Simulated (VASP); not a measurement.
A run of VASP 6.6.1 is set up as follows.

INCAR

```
  ALGO = Normal
  EDIFF = 1E-8
  ENCUT = 520
  ISIF = 2
  ISMEAR = -1
  LASPH = T
  LCHARG = F
  LEFG = T
  LREAL = F
  LWAVE = F
  NBANDS = 14
  NELM = 60
  PREC = Accurate
  SIGMA = 0.03
```

The input KPOINTS:

```
k-points
0
Gamma
  10 10 10
```

POSCAR

```
HfN
1.0
    0.0000000000      2.2438384694      2.2438384694
    2.2438384694      0.0000000000      2.2438384694
    2.2438384694      2.2438384694      0.0000000000
Hf N
1 1
Direct
    0.0000000000      0.0000000000      0.0000000000
    0.5000000000      0.5000000000      0.5000000000
```

Potentials or basis: VASP PAW LDA potentials, release 64 (Hf_pv, N).

Run with:

```sh
$ cat potpaw_LDA.64/Hf_pv/POTCAR potpaw_LDA.64/N/POTCAR > POTCAR
$ mpirun -np 1 vasp_std > vasp.out
```

**Question.** What does it give for the pressure?

**Answer.** -5.1 GPa.

Caveat: without QUAD_EFG the Cq values of the log hold for a quadrupole moment of 1 mb, not for the nuclei.
